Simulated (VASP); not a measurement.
# Ge (I4_1/amd) in VASP: a series of runs

Ge is run at these levels: PBE; tasks: single point.

Everything below comes from runs of VASP 6.6.1. Logs are shortened: lines on timing, memory, paths and dates and some standing lists are left out, and cuts for length are marked.

## 1. The cell of the first run

The structure is tetragonal, space group I4_1/amd (No. 141). Conventional cell: a = 4.161 Å, b = 4.161 Å, c = 6.110 Å, α = 90.00°, β = 90.00°, γ = 90.00°. Within 3.4 Å of Ge (site symmetry -4m2) lie 4 Ge at 2.58 Å.

## 2. Single point, PBE (strain +0.040 along x and y, +0.080 along z)

File INCAR:

```
SYSTEM = Ge
PREC = Accurate ; ENCUT = 500
EDIFF = 1E-6 ; ISMEAR = 0
SIGMA = 0.15 ; LREAL = .False.
LASPH = .True. ; NELM = 120
ALGO = Normal ; ISIF = 2
LWAVE = .False. ; LCHARG = .False.
GGA = PE ; NBANDS = 21
GGA_COMPAT = .False.
```

File KPOINTS:

```
Automatic mesh
0
Gamma
  14 14 14
  0 0 0
```

File POSCAR:

```
Ge
1.0
    0.0000000000      2.9419208000      3.0550716000
    2.9419208000      0.0000000000      3.0550716000
    2.9419208000      2.9419208000      0.0000000000
Ge
2
Direct
    0.5000000000      0.5000000000      0.5000000000
    0.7500000000      0.7500000000      0.7500000000
```

Potentials or basis: VASP PAW PBE potentials, release 64 (Ge_d).

On the command line:

```
$ cat potpaw_PBE.64/Ge_d/POTCAR > POTCAR
$ mpirun -np 1 vasp_std > vasp.out
```

OUTCAR:

```text
SYSTEM = Ge
   PREC = Accurate
   ENCUT = 500
   EDIFF = 1E-6
   ISMEAR = 0
   LREAL = .False.
   LASPH = .True.
   NELM = 120
   ISIF = 2
   GGA = PE

 ion  position               nearest neighbor table
   1  0.500  0.500  0.500-   2 2.58   2 2.58   2 2.58   2 2.58
   2  0.750  0.750  0.750-   1 2.58   1 2.58   1 2.58   1 2.58

  LATTYP: Found a body centered tetragonal cell.
 ALAT       =     4.1605042948
 C/A-ratio  =     1.4686063917

  Lattice vectors:

 A1 = (  -2.9419208000,   0.0000000000,   3.0550716000)
 A2 = (   2.9419208000,   0.0000000000,   3.0550716000)
 A3 = (   0.0000000000,   2.9419208000,  -3.0550716000)

Analysis of symmetry for initial positions (statically):
=====================================================================
 Subroutine PRICEL returns:
 Original cell was already a primitive cell.

 Routine SETGRP: Setting up the symmetry group for a
 body centered tetragonal supercell.

 Subroutine GETGRP returns: Found 16 space group operations
 (whereof  8 operations were pure point group operations)
 out of a pool of 16 trial point group operations.

The static configuration has the point symmetry D_2d.
 The point group associated with its full space group is D_4h.

Analysis of symmetry for dynamics (positions and initial velocities):
=====================================================================
 Subroutine PRICEL returns:
 Original cell was already a primitive cell.

 Routine SETGRP: Setting up the symmetry group for a
 body centered tetragonal supercell.

 Subroutine GETGRP returns: Found 16 space group operations
 (whereof  8 operations were pure point group operations)
 out of a pool of 16 trial point group operations.

The dynamic configuration has the point symmetry D_2d.
 The point group associated with its full space group is D_4h.

 Subroutine INISYM returns: Found 16 space group operations
 (whereof  8 operations are pure point group operations),
 and found     1 'primitive' translations

----------------------------------------------------------------------------------------

                                     Primitive cell

  volume of cell :      52.8827

  direct lattice vectors                    reciprocal lattice vectors
     0.000000000  2.941920800  3.055071600    -0.169956989  0.169956989  0.163662285
     2.941920800  0.000000000  3.055071600     0.169956989 -0.169956989  0.163662285
     2.941920800  2.941920800  0.000000000     0.169956989  0.169956989 -0.163662285

  length of vectors
[... 81 lines left out ...]
   NELM   =    120;   NELMIN=  2; NELMDL= -5     # of ELM steps
   EDIFF  = 0.1E-05   stopping-criterion for ELM
   LREAL  =      F    real-space projection
   EDIFFG = 0.1E-04   stopping-criterion for IOM
   NSW    =      0    number of steps for IOM
   IBRION =     -1    ionic relax: 0-MD 1-quasi-New 2-CG
   NFREE  =      0    steps in history (QN), initial steepest desc. (CG)
   ISIF   =      2    stress and relaxation
   ISYM   =      2    0-nonsym 1-usesym 2-fastsym
   POTIM  = 0.5000    time-step for ionic-motion
   TEBEG  =    0.0;   TEEND  =   0.0 temperature during run
   PSTRESS=    0.0 pullay stress
   NELECT =      28.0000    total number of electrons
   NUPDOWN=      -1.0000    fix difference up-down
   EMIN   =  10.00;   EMAX   =-10.00  energy-range for DOS
   EFERMI =   0.00;   METHOD = LEGACY
   ISMEAR =     0;   SIGMA  =   0.15  broadening in eV -4-tet -1-fermi 0-gaus
   EFERMI_NEDOS =   21; number of points for ismear=-14 and -15
   IALGO  =     38    algorithm
   IMIX   =      4    mixing-type and parameters
     AMIX     =   0.40;   BMIX     =  1.00
     AMIX_MAG =   1.60;   BMIX_MAG =  1.00
  volume/ion in A,a.u.               =      26.44       178.43
  Fermi-wavevector in a.u.,A,eV,Ry     =   1.324412  2.502776 23.865527  1.754067
  Thomas-Fermi vector in A             =   2.453948
   LORBIT       =      0    0 simple, 1 ext, 2 COOP (PROOUT), +10 PAW based schemes
   GGA     = PE    functional components
   LHFCALC =     F    Hartree Fock is set to
   AEXX    =    0.0000 exact exchange contribution
   IVDW    =     0    specifies the selected vdW correction
   LEPSILON=     F    determine dielectric tensor
   LRPA    =     F    only Hartree local field effects (RPA)
 non-spin polarized calculation
 Gauss-broadening in eV      SIGMA  =   0.15
  energy-cutoff  :      500.00
  volume of cell :       52.88
 maximum number of plane-waves:      1379
   NGX = 15   NGY = 15   NGZ = 15

 number of electron      28.0000007 magnetization

 Free energy of the ion-electron system (eV)
  ---------------------------------------------------
  ext. energy  EPLUGINS =         0.00000000
  ---------------------------------------------------
  free energy    TOTEN  =        -8.94694640 eV

  energy without entropy =       -8.94544471  energy(sigma->0) =       -8.94619555

 E-fermi :   3.5181     XC(G=0):  -9.2132

 val. band max:        3.4988129541   @ k =   0.3571   0.0000   0.0000
 cond. band min:       3.5901321541   @ k =   0.0714   0.0000   0.0000
 fundamental gap:      0.0913192000
 Fermi energy:         3.5181221388

 k-point     1 :       0.0000    0.0000    0.0000
  band No.  band energies     occupation
      1     -21.0608      2.00000
      2     -21.0607      2.00000
      3     -21.0570      2.00000
      4     -21.0347      2.00000
      5     -21.0333      2.00000
      6     -20.9028      2.00000
[... 565 lines left out ...]
     20      12.2652      0.00000
     21      13.1016      0.00000

 [... further k-points ...]

------------------------ aborting loop because EDIFF is reached ----------------------------------------

  FORCE on cell =-STRESS in cart. coord.  units (eV):
  Direction    XX          YY          ZZ          XY          YZ          ZX
  --------------------------------------------------------------------------------------
  -------------------------------------------------------------------------------------
  Total       -1.3061374     -1.3061374     -2.0635418      0.0000000      0.0000000     -0.0000000
  in kB      -39.5718274    -39.5718274    -62.5187836      0.0000000      0.0000000     -0.0000000
  external PRESSURE =     -47.2208128 kB  Pullay stress =       0.0000000 kB

 VOLUME and BASIS-vectors are now :
 -----------------------------------------------------------------------------
  energy-cutoff  :      500.00
  volume of cell :       52.88
      direct lattice vectors                 reciprocal lattice vectors
     0.000000000  2.941920800  3.055071600    -0.169956989  0.169956989  0.163662285
     2.941920800  0.000000000  3.055071600     0.169956989 -0.169956989  0.163662285
     2.941920800  2.941920800  0.000000000     0.169956989  0.169956989 -0.163662285

 POSITION                                       TOTAL-FORCE (eV/Angst)
 -----------------------------------------------------------------------------------
      2.94192      2.94192      3.05507        -0.000000     -0.000000      0.000000
      4.41288      4.41288      4.58261         0.000000      0.000000      0.000000
 -----------------------------------------------------------------------------------
    total drift:                               -0.000000     -0.000000      0.000000

  FREE ENERGIE OF THE ION-ELECTRON SYSTEM (eV)
  ---------------------------------------------------
  free  energy   TOTEN  =        -8.9469464007 eV

  energy  without entropy=       -8.9454447082  energy(sigma->0) =       -8.94619555
```

OSZICAR:

```text
N       E                     dE             d eps       ncg     rms          rms(c)
DAV:   1     0.195426187562E+03    0.19543E+03   -0.14551E+04 11365   0.337E+03
DAV:   2     0.204092378759E+02   -0.17502E+03   -0.16973E+03 10303   0.618E+02
DAV:   3    -0.795035934624E+01   -0.28360E+02   -0.28190E+02 11813   0.145E+02
DAV:   4    -0.897456416285E+01   -0.10242E+01   -0.10236E+01 11573   0.322E+01
DAV:   5    -0.899256168655E+01   -0.17998E-01   -0.17997E-01 11678   0.483E+00    0.257E+00
DAV:   6    -0.896222308732E+01    0.30339E-01   -0.16990E-02 13741   0.158E+00    0.153E+00
DAV:   7    -0.894530713468E+01    0.16916E-01   -0.31009E-02 11412   0.185E+00    0.135E-01
DAV:   8    -0.894663099720E+01   -0.13239E-02   -0.46246E-03 11465   0.916E-01    0.437E-02
DAV:   9    -0.894690609991E+01   -0.27510E-03   -0.29211E-04 11458   0.177E-01    0.131E-02
DAV:  10    -0.894694341795E+01   -0.37318E-04   -0.56693E-05 11737   0.640E-02    0.549E-03
DAV:  11    -0.894694652194E+01   -0.31040E-05   -0.72090E-06 11506   0.364E-02    0.168E-03
DAV:  12    -0.894694640074E+01    0.12120E-06   -0.41505E-07  7727   0.121E-02
   1 F= -.89469464E+01 E0= -.89461956E+01  d E =-.150169E-02
```

Wall time 2.7 min (1 thread of Intel Xeon Platinum 8259CL at 2.50GHz (Skylake/Cascade Lake), shared host); peak memory 0.32 GiB.

Results:

| Item | Value |
| --- | --- |
| Free energy | -8.9469 eV |
| Pressure | -4.7 GPa |
| Band gap on the k mesh | zero (bands 14 and 15 overlap by 0.35 eV) |

Levels at points of the mesh, in eV from the Fermi level:
| k point | band 12 | band 13 | band 14 | band 15 | band 16 | band 17 |
| --- | --- | --- | --- | --- | --- | --- |
| (0.00, 0.00, 0.00) | -1.23 | -0.10 | 0.17 | 0.17 | 2.50 | 2.50 |
| (0.50, 0.00, 0.00) | -6.91 | -1.25 | -0.95 | -0.18 | 3.65 | 3.80 |
| (0.50, 0.50, 0.00) | -8.38 | -2.34 | -2.34 | 1.16 | 1.16 | 8.31 |
| (0.50, 0.00, 0.50) | -8.24 | -2.56 | -2.56 | 0.90 | 0.90 | 8.32 |

Caveat: the cell differs from its parent crystal (strain +0.040 along x and y, +0.080 along z); the cell stands under tension; semilocal functionals underestimate gaps, so a narrow gap can read as zero.

(Part 1 of 2 ends here.)
